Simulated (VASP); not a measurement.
# GaAs (F-43m) in VASP: a series of runs, part 2 of 2

VASP 6.6.1.

## (3) Relaxation of cell and atoms, revPBE

This run uses another cell than the first one, of 22.59 Å³/atom, 0.932 times its volume.

INCAR reads:

```
SYSTEM = GaAs
  ALGO = Normal
  EDIFF = 1E-6
  EDIFFG = -0.005
  ENCUT = 600
  GGA = RE
  IBRION = 2
  ISIF = 3
  ISMEAR = -1
  LASPH = .TRUE.
  LCHARG = .FALSE.
  LREAL = .FALSE.
  LWAVE = .FALSE.
  NELM = 60
  NSW = 80
  PREC = Accurate
  SIGMA = 0.05
```

KPOINTS reads:

```
k-points
0
G
  8 8 8
  0 0 0
```

POSCAR reads:

```
GaAs
1.0
    0.0000000000      2.8268500000      2.8268500000
    2.8268500000      0.0000000000      2.8268500000
    2.8268500000      2.8268500000      0.0000000000
As Ga
1 1
Direct
    0.7500000000      0.7500000000      0.7500000000
    0.0000000000      0.0000000000      0.0000000000
```

Potentials or basis: VASP PAW PBE potentials, release 64 (As, Ga_d).

Command:

```console
$ cat potpaw_PBE.64/As/POTCAR potpaw_PBE.64/Ga_d/POTCAR > POTCAR
$ mpirun -np 1 vasp_std > vasp.out
```

OUTCAR:

```text
SYSTEM = GaAs
   EDIFF = 1E-6
   EDIFFG = -0.005
   ENCUT = 600
   GGA = RE
   IBRION = 2
   ISIF = 3
   ISMEAR = -1
   LASPH = .TRUE.
   LREAL = .FALSE.
   NELM = 60
   NSW = 80
   PREC = Accurate

 ion  position               nearest neighbor table
   1  0.750  0.750  0.750-   2 2.45   2 2.45   2 2.45   2 2.45
   2  0.000  0.000  0.000-   1 2.45   1 2.45   1 2.45   1 2.45

  LATTYP: Found a face centered cubic cell.
 ALAT       =     5.6537000000

  Lattice vectors:

 A1 = (   0.0000000000,   2.8268500000,   2.8268500000)
 A2 = (   2.8268500000,   0.0000000000,   2.8268500000)
 A3 = (   2.8268500000,   2.8268500000,   0.0000000000)

Analysis of symmetry for initial positions (statically):
=====================================================================
 Subroutine PRICEL returns:
 Original cell was already a primitive cell.

 Routine SETGRP: Setting up the symmetry group for a
 face centered cubic supercell.

 Subroutine GETGRP returns: Found 24 space group operations
 (whereof 24 operations were pure point group operations)
 out of a pool of 48 trial point group operations.

The static configuration has the point symmetry T_d .

Analysis of symmetry for dynamics (positions and initial velocities):
=====================================================================
 Subroutine PRICEL returns:
 Original cell was already a primitive cell.

 Routine SETGRP: Setting up the symmetry group for a
 face centered cubic supercell.

 Subroutine GETGRP returns: Found 24 space group operations
 (whereof 24 operations were pure point group operations)
 out of a pool of 48 trial point group operations.

The dynamic configuration has the point symmetry T_d .

 Subroutine INISYM returns: Found 24 space group operations
 (whereof 24 operations are pure point group operations),
 and found     1 'primitive' translations

----------------------------------------------------------------------------------------

[... 134 lines left out ...]
 Free energy of the ion-electron system (eV)
  ---------------------------------------------------
  ext. energy  EPLUGINS =         0.00000000
  ---------------------------------------------------
  free energy    TOTEN  =        -7.64631114 eV

  energy without entropy =       -7.64630005  energy(sigma->0) =       -7.64630559

------------------------ aborting loop because EDIFF is reached ----------------------------------------

  FORCE on cell =-STRESS in cart. coord.  units (eV):
  Direction    XX          YY          ZZ          XY          YZ          ZX
  --------------------------------------------------------------------------------------
  -------------------------------------------------------------------------------------
  Total        1.3596148      1.3596148      1.3596148      0.0000000      0.0000000      0.0000000
  in kB       48.2156683     48.2156683     48.2156683      0.0000000      0.0000000      0.0000000
  external PRESSURE =      48.2156683 kB  Pullay stress =       0.0000000 kB
[... 59 lines left out ...]
--------------------------------------- Ionic step        3  -------------------------------------------

 number of electron      17.9999987 magnetization

 Free energy of the ion-electron system (eV)
  ---------------------------------------------------
  ext. energy  EPLUGINS =         0.00000000
  ---------------------------------------------------
  free energy    TOTEN  =        -7.69401947 eV

  energy without entropy =       -7.69354641  energy(sigma->0) =       -7.69378294

 E-fermi :   3.4370     XC(G=0):  -9.1307

 val. band max:        3.4301809236   @ k =   0.0000   0.0000   0.0000
 cond. band min:       4.2290134668   @ k =   0.5000   0.0000   0.0000
 fundamental gap:      0.7988325432
 Fermi energy:         3.4369625536

 k-point     1 :       0.0000    0.0000    0.0000
  band No.  band energies     occupation
      1     -11.3399      2.00000
      2     -11.3399      2.00000
      3     -11.3399      2.00000
      4     -11.2773      2.00000
      5     -11.2773      2.00000
      6      -8.8443      2.00000
      7       3.3533      1.68384
      8       3.3533      1.68383
      9       3.3533      1.68383
     10       3.4302      1.06771
     11       7.0816      0.00000
     12       7.0816      0.00000
     13       7.0816      0.00000
[... 354 lines left out ...]
  band No.  band energies     occupation
      1     -11.4050      2.00000
      2     -11.3206      2.00000
      3     -11.3148      2.00000
      4     -11.2803      2.00000
      5     -11.2744      2.00000
      6      -6.9975      2.00000
      7      -2.7796      2.00000
      8       0.4176      2.00000
      9       1.6133      2.00000
     10       6.1970      0.00000
     11       7.5858      0.00000
     12       9.4811      0.00000
     13      10.7688      0.00000

 [... further k-points ...]

------------------------ aborting loop because EDIFF is reached ----------------------------------------

  FORCE on cell =-STRESS in cart. coord.  units (eV):
  Direction    XX          YY          ZZ          XY          YZ          ZX
  --------------------------------------------------------------------------------------
  -------------------------------------------------------------------------------------
  Total       -0.0078899     -0.0078899     -0.0078899     -0.0000000     -0.0000000     -0.0000000
  in kB       -0.2601397     -0.2601397     -0.2601397     -0.0000000     -0.0000000     -0.0000000
  external PRESSURE =      -0.2601397 kB  Pullay stress =       0.0000000 kB
[... 17 lines left out ...]
  FREE ENERGIE OF THE ION-ELECTRON SYSTEM (eV)
  ---------------------------------------------------
  free  energy   TOTEN  =        -7.6940194697 eV

  energy  without entropy=       -7.6935464140  energy(sigma->0) =       -7.69378294

 reached required accuracy - stopping structural energy minimisation
```

It took 78 s on 1 thread of Intel Xeon Platinum 8259CL at 2.50GHz (Skylake/Cascade Lake), shared host; peak memory 0.19 GiB.

What came out:

| Property | Result |
| --- | --- |
| Free energy | -7.6940 eV |
| Relaxed volume | 24.30 Å³/atom |
| Relaxed cell | a = 4.096 Å, b = 4.096 Å, c = 4.096 Å, α = 60.00°, β = 60.00°, γ = 60.00° |
| Space group after relaxing (to 0.05 Å) | F-43m (No. 216) |
| Energy gained by relaxing | 23.9 meV/atom |
| Ionic steps | 3 |
| Pressure after relaxing | 0.0 GPa |

The path:
```
step  energy change (eV)  largest force (eV/Å)  pressure (GPa)  volume (Å³)
   1              0.0000                0.0000            4.82        45.18
   2             -0.0430                0.0000           -1.16        49.77
   3             -0.0477                0.0000           -0.03        48.59
```

Final structure:
```yaml
crystal:
  lattice:
    - [0.00000, 2.89633, 2.89633]
    - [2.89633, 0.00000, 2.89633]
    - [2.89633, 2.89633, 0.00000]
  atoms:
    - { symbol: As, position: [0.75000, 0.75000, 0.75000] }
    - { symbol: Ga, position: [0.00000, 0.00000, 0.00000] }
```

Levels at points of the mesh, in eV from the Fermi level:
```tsv
k point	band 7	band 8	band 9	band 10	band 11	band 12
(0.00, 0.00, 0.00)	-0.08	-0.08	-0.08	-0.01	3.64	3.64
(0.50, 0.00, 0.00)	-6.31	-1.12	-1.12	0.79	4.55	4.55
(0.50, 0.50, 0.00)	-6.55	-2.51	-2.51	1.59	1.66	9.55
```

Caveat: the PAW data sets were made with another functional, which shifts forces and pressure a little. Zero-point motion and thermal expansion aren't in these numbers.

## (4) Against experiment

Step 2. A measured gap of GaAs is 1.418 eV (direct; 300 K; “Evidence of valence band perturbations in GaAsN/GaAs(001): A combined variable-angle spectroscopic ellipsometry and modulated photoreflectance investigation”, 2008, arxiv:0805.2212); the calculated 0.10 eV misses it by -1.32 eV. So large a miss can be the level of theory's own, or it may mean another phase, state or a wrong row. 3 values of this kind are on record (1.412 to 1.51 eV); this one was drawn at random among those near their median, those with a stated uncertainty first. Spin-orbit coupling on As, Ga is left out. The value is that of revPBE, without temperature or zero-point motion. Semilocal functionals fall short of measured gaps as a rule.
